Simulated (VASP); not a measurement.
# MgO (Fm-3m) in VASP: notebook

MgO is run at these levels: r2SCAN; tasks: elastic constants.

Everything below comes from runs of VASP 6.6.1. Logs are shortened: lines on timing, memory, paths and dates and some standing lists are left out, and cuts for length are marked.

## 1. The cell of the first run

The structure is cubic, space group Fm-3m (No. 225). Conventional cell: a = 4.098 Å, b = 4.098 Å, c = 4.098 Å, α = 90.00°, β = 90.00°, γ = 90.00°. Within 2.7 Å of Mg (site symmetry m-3m) lie 6 O at 2.05 Å. O (site symmetry m-3m) has 6 Mg at 2.05 Å within 2.7 Å.

## 2. Elastic constants, r2SCAN

INCAR

```
PREC = Accurate
ENCUT = 600
EDIFF = 1E-8
ISMEAR = 0
SIGMA = 0.01
LREAL = False
LASPH = True
NELM = 80
ALGO = Normal
ISIF = 3
LWAVE = False
LCHARG = True
METAGGA = R2SCAN
LMIXTAU = True
NBANDS = 11
IBRION = 6
NFREE = 2
POTIM = 0.015
NSW = 1
```

KPOINTS

```
Automatic mesh
0
Gamma
  10 10 10
```

POSCAR

```
MgO
1.0
    0.0000000000      2.0490258294      2.0490258294
    2.0490258294      0.0000000000      2.0490258294
    2.0490258294      2.0490258294      0.0000000000
Mg O
1 1
Direct
    0.0000000000      0.0000000000      0.0000000000
    0.5000000000      0.5000000000      0.5000000000
```

Potentials or basis: VASP PAW PBE potentials, release 64 (Mg, O).

Launch:

```console
$ cat potpaw_PBE.64/Mg/POTCAR potpaw_PBE.64/O/POTCAR > POTCAR
$ mpirun -np 1 vasp_std > vasp.out
```

OUTCAR:

```text
PREC = Accurate
   ENCUT = 600
   EDIFF = 1E-8
   ISMEAR = 0
   LREAL = False
   LASPH = True
   NELM = 80
   ISIF = 3
   METAGGA = R2SCAN
   IBRION = 6
   NFREE = 2
   POTIM = 0.015
   NSW = 1

 ion  position               nearest neighbor table
   1  0.000  0.000  0.000-   2 2.05   2 2.05   2 2.05   2 2.05   2 2.05   2 2.05
   2  0.500  0.500  0.500-   1 2.05   1 2.05   1 2.05   1 2.05   1 2.05   1 2.05

  LATTYP: Found a face centered cubic cell.
 ALAT       =     4.0980516588

  Lattice vectors:

 A1 = (   0.0000000000,   2.0490258294,   2.0490258294)
 A2 = (   2.0490258294,   0.0000000000,   2.0490258294)
 A3 = (   2.0490258294,   2.0490258294,   0.0000000000)

Analysis of symmetry for initial positions (statically):
=====================================================================
 Subroutine PRICEL returns:
 Original cell was already a primitive cell.

 Routine SETGRP: Setting up the symmetry group for a
 face centered cubic supercell.

 Subroutine GETGRP returns: Found 48 space group operations
 (whereof 48 operations were pure point group operations)
 out of a pool of 48 trial point group operations.

The static configuration has the point symmetry O_h .

Analysis of symmetry for dynamics (positions and initial velocities):
=====================================================================
 Subroutine PRICEL returns:
 Original cell was already a primitive cell.

 Routine SETGRP: Setting up the symmetry group for a
 face centered cubic supercell.

 Subroutine GETGRP returns: Found 48 space group operations
 (whereof 48 operations were pure point group operations)
 out of a pool of 48 trial point group operations.

The dynamic configuration has the point symmetry O_h .

 Subroutine INISYM returns: Found 48 space group operations
 (whereof 48 operations are pure point group operations),
 and found     1 'primitive' translations

----------------------------------------------------------------------------------------

                                     Primitive cell

  volume of cell :      17.2057

  direct lattice vectors                    reciprocal lattice vectors
     0.000000000  2.049025829  2.049025829    -0.244018398  0.244018398  0.244018398
     2.049025829  0.000000000  2.049025829     0.244018398 -0.244018398  0.244018398
     2.049025829  2.049025829  0.000000000     0.244018398  0.244018398 -0.244018398

  length of vectors
     2.897760118  2.897760118  2.897760118     0.422652263  0.422652263  0.422652263

  position of ions in fractional coordinates (direct lattice)
     0.000000000  0.000000000  0.000000000
     0.500000000  0.500000000  0.500000000

  ion indices of the primitive-cell ions
   primitive index   ion index
                 1           1
                 2           2

----------------------------------------------------------------------------------------

 KPOINTS: Automatic mesh

Automatic generation of k-mesh.
 Grid dimensions read from file:
 generate k-points for:   10   10   10

 Generating k-lattice:

  Cartesian coordinates                     Fractional coordinates (reciprocal lattice)
    -0.024401840  0.024401840  0.024401840     0.100000000  0.000000000  0.000000000
     0.024401840 -0.024401840  0.024401840     0.000000000  0.100000000  0.000000000
     0.024401840  0.024401840 -0.024401840     0.000000000  0.000000000  0.100000000

  Length of vectors
     0.042265226  0.042265226  0.042265226

[... 109 lines left out ...]
  -------------------------------------------------------------------------------------
  Total        1.4591022      1.4591022      1.4591022      0.0000000     -0.0000000      0.0000000
  in kB      135.8701313    135.8701313    135.8701313      0.0000000     -0.0000000      0.0000000
  external PRESSURE =     135.8701313 kB  Pullay stress =       0.0000000 kB
[... 89 lines left out ...]
  FREE ENERGIE OF THE ION-ELECTRON SYSTEM (eV)
  ---------------------------------------------------
  free  energy   TOTEN  =       -16.0854332749 eV

  energy  without entropy=      -16.0854332749  energy(sigma->0) =      -16.08543327

[... ionic steps 4 to 14 ...]

--------------------------------------- Ionic step       15  -------------------------------------------

 number of electron       7.9999997 magnetization

------------------------ aborting loop because EDIFF is reached ----------------------------------------
[... 67 lines left out ...]
--------------------------------------- Ionic step       17  -------------------------------------------

 number of electron       7.9999999 magnetization

 Free energy of the ion-electron system (eV)
  ---------------------------------------------------
  ext. energy  EPLUGINS =         0.00000000
  ---------------------------------------------------
  free energy    TOTEN  =       -16.11209994 eV

  energy without entropy =      -16.11209994  energy(sigma->0) =      -16.11209994

 E-fermi :   3.5451     XC(G=0): -12.0236

 val. band max:        3.4069246686   @ k =   0.0000   0.0000   0.0000
 cond. band min:       9.8903729995   @ k =   0.0000   0.0000   0.0000
 fundamental gap:      6.4834483309
 Fermi energy:         3.5450553298

 k-point     1 :       0.0000    0.0000    0.0000
  band No.  band energies     occupation
      1     -15.2347      2.00000
      2       3.4066      2.00000
      3       3.4069      2.00000
      4       3.4069      2.00000
      5       9.8904      0.00000
      6      20.7272      0.00000
      7      20.7277      0.00000
      8      20.7277      0.00000
      9      25.1159      0.00000
     10      26.9744      0.00000
     11      26.9754      0.00000
[... 309 lines left out ...]
 k-point    24 :       0.4000    0.3000    0.0000
  band No.  band energies     occupation
      1     -13.8364      2.00000
      2      -0.4544      2.00000
      3       1.9637      2.00000
      4       2.1987      2.00000
      5      14.5406      0.00000
      6      15.1585      0.00000
      7      19.1195      0.00000
      8      24.0257      0.00000
      9      24.2700      0.00000
     10      30.7674      0.00000
     11      33.6594      0.00000

 [... further k-points ...]

------------------------ aborting loop because EDIFF is reached ----------------------------------------

  FORCE on cell =-STRESS in cart. coord.  units (eV):
  Direction    XX          YY          ZZ          XY          YZ          ZX
  --------------------------------------------------------------------------------------
  -------------------------------------------------------------------------------------
  Total        1.4708341      1.4581131      1.4581131      0.0000000     -0.0000000      0.0000000
  in kB      136.9625987    135.7780272    135.7780272      0.0000000     -0.0000000      0.0000000
  external PRESSURE =     136.1728844 kB  Pullay stress =       0.0000000 kB
[... 17 lines left out ...]
  FREE ENERGIE OF THE ION-ELECTRON SYSTEM (eV)
  ---------------------------------------------------
  free  energy   TOTEN  =       -16.1120999406 eV

  energy  without entropy=      -16.1120999406  energy(sigma->0) =      -16.11209994

 INTERNAL STRAIN TENSORS FROM STRAINED CELLS
 ============================================

 INTERNAL STRAIN TENSOR FOR ION    1 for displacements in x,y,z  (eV/Angst):
          X           Y           Z          XY          YZ          ZX
  --------------------------------------------------------------------------------
  x    -0.00000    -0.00000     0.00000     0.00000     0.00000     0.00000
  y     0.00000     0.00000    -0.00000    -0.00000     0.00000     0.00000
  z     0.00000     0.00000    -0.00000    -0.00000    -0.00000     0.00000

 INTERNAL STRAIN TENSORS FROM DISPLACED ATOMS
 ============================================

 INTERNAL STRAIN TENSOR FOR ION    1 for displacements in x,y,z  (eV/Angst):
          X           Y           Z          XY          YZ          ZX
  --------------------------------------------------------------------------------
  x     0.00000     0.00000     0.00000     0.00000     0.00000     0.00000
  y     0.00000     0.00000     0.00000     0.00000     0.00000     0.00000
  z     0.00000     0.00000     0.00000     0.00000     0.00000     0.00000

 INTERNAL STRAIN TENSOR FOR ION    2 for displacements in x,y,z  (eV/Angst):
          X           Y           Z          XY          YZ          ZX
  --------------------------------------------------------------------------------
  x     0.00000     0.00000     0.00000     0.00000     0.00000     0.00000
  y     0.00000     0.00000     0.00000     0.00000     0.00000     0.00000
  z     0.00000     0.00000     0.00000     0.00000     0.00000     0.00000

 Eigenvectors and eigenvalues of the dynamical matrix
 ----------------------------------------------------

   1 f  =   14.278451 THz    89.714153 2PiTHz  476.277857 cm-1    59.050902 meV
             X         Y         Z           dx          dy          dz
      0.000000  0.000000  0.000000    -0.626144    0.000000   -0.000000
      2.049026  2.049026  2.049026     0.779707    0.000000    0.000000
[... 21 lines left out ...]
   6 f/i=    0.071818 THz     0.451245 2PiTHz    2.395588 cm-1     0.297015 meV
             X         Y         Z           dx          dy          dz
      0.000000  0.000000  0.000000     0.770077   -0.122166    0.000000
      2.049026  2.049026  2.049026     0.618411   -0.098105    0.000000

--------------------------------------------------------------------------------------------------------

 ELASTIC MODULI CONTR FROM IONIC RELAXATION (kBar)
 Direction    XX          YY          ZZ          XY          YZ          ZX
 --------------------------------------------------------------------------------
 XX           0.0000      0.0000      0.0000      0.0000      0.0000      0.0000
 YY           0.0000      0.0000      0.0000      0.0000      0.0000      0.0000
 ZZ           0.0000      0.0000      0.0000      0.0000      0.0000      0.0000
 XY           0.0000      0.0000      0.0000      0.0000      0.0000      0.0000
 YZ           0.0000      0.0000      0.0000      0.0000      0.0000      0.0000
 ZX           0.0000      0.0000      0.0000      0.0000      0.0000      0.0000
 --------------------------------------------------------------------------------

 TOTAL ELASTIC MODULI (kBar)
 Direction    XX          YY          ZZ          XY          YZ          ZX
 --------------------------------------------------------------------------------
 XX        4300.2558   1027.4283   1027.4283      0.0000      0.0000      0.0000
 YY        1027.4283   4300.2558   1027.4283      0.0000     -0.0000     -0.0000
 ZZ        1027.4283   1027.4283   4300.2558      0.0000     -0.0000      0.0000
 XY           0.0000      0.0000      0.0000   1711.3663     -0.0000      0.0000
 YZ           0.0000     -0.0000     -0.0000     -0.0000   1711.3663      0.0000
 ZX           0.0000     -0.0000      0.0000      0.0000      0.0000   1711.3663
 --------------------------------------------------------------------------------
```

Wall time 16 min (1 thread of Intel Xeon 6975P-C (Granite Rapids), shared host); peak memory 0.25 GiB.

What came out:

```
Elastic constants C11, C12, C44                         : 430, 103, 171 GPa
Voigt bulk modulus                                      : 212 GPa
Highest phonon frequency at Γ, LO-TO splitting left out : 476 cm⁻¹
```

Phonon frequencies in cm⁻¹ (negative: imaginary):
| q point | frequencies |
| --- | --- |
| (0.000, 0.000, 0.000) | -2 -2 -2 476 476 476 |

Elastic tensor in Voigt notation (GPa, in the Cartesian axes of the cell as first typed):
```
430 103 103   0   0   0
103 430 103   0   0   0
103 103 430   0   0   0
  0   0   0 171   0   0
  0   0   0   0 171   0
  0   0   0   0   0 171
```

Clamped-ion elastic tensor (GPa):
```
430 103 103   0   0   0
103 430 103   0   0   0
103 103 430   0   0   0
  0   0   0 171   0   0
  0   0   0   0 171   0
  0   0   0   0   0 171
```

Caveat: the cell is under stress, which shifts elastic constants; the PAW data sets were made with another functional, which shifts forces and pressure a little.

## 3. Elastic constants, r2SCAN

This run uses another cell than the first one, of 9.24 Å³/atom.

INCAR

```
SYSTEM = MgO
PREC     = Accurate       ! precision mode
ENCUT    = 600            ! plane-wave cutoff, eV
EDIFF    = 1E-8           ! SCF threshold, eV
ISMEAR   = 0              ! smearing method
SIGMA    = 0.01           ! smearing width, eV
LREAL    = .False.        ! projectors in reciprocal space
LASPH    = .True.         ! aspherical terms in the spheres
NELM     = 80             ! most SCF steps
ALGO     = Normal         ! electronic algorithm
ISIF     = 3              ! what is computed and relaxed
LWAVE    = .False.        ! write WAVECAR
LCHARG   = .False.        ! write CHGCAR
METAGGA  = R2SCAN         ! meta-GGA
LMIXTAU  = .True.       
IBRION   = 6              ! ionic algorithm
NFREE    = 2            
POTIM    = 0.015          ! step
NSW      = 1              ! ionic steps
```

KPOINTS

```
regular mesh
0
Gamma
  10 10 10
  0 0 0
```

POSCAR

```
MgO
1.0
    0.0000000000      2.0980562905      2.0980562905
    2.0980562905      0.0000000000      2.0980562905
    2.0980562905      2.0980562905      0.0000000000
Mg O
1 1
Direct
    0.0000000000      0.0000000000      0.0000000000
    0.5000000000      0.5000000000      0.5000000000
```

Potentials or basis: VASP PAW PBE potentials, release 64 (Mg, O).

Launch:

```console
$ cat potpaw_PBE.64/Mg/POTCAR potpaw_PBE.64/O/POTCAR > POTCAR
$ mpirun -np 1 vasp_std > vasp.out
```

Wall time 14 min (1 thread of Intel Xeon Platinum 8488C (Sapphire Rapids), shared host); peak memory 0.23 GiB.

The run converged. Its results:

* Elastic constants C11, C12, C44: 318, 95, 159 GPa
* Voigt bulk modulus: 170 GPa
* Highest phonon frequency at Γ, LO-TO splitting left out: 406 cm⁻¹

Phonon frequencies in cm⁻¹ (negative: imaginary):
```
              q point           frequencies
(0.000, 0.000, 0.000)  -2 -2 -2 406 406 406
```

Elastic tensor in Voigt notation (GPa, in the Cartesian axes of the cell as first typed):
```
318  95  95   0   0   0
 95 318  95   0   0   0
 95  95 318   0   0   0
  0   0   0 159   0   0
  0   0   0   0 159   0
  0   0   0   0   0 159
```

Clamped-ion elastic tensor (GPa):
```
318  95  95   0   0   0
 95 318  95   0   0   0
 95  95 318   0   0   0
  0   0   0 159   0   0
  0   0   0   0 159   0
  0   0   0   0   0 159
```

Caveat: the PAW data sets were made with another functional, which shifts forces and pressure a little.
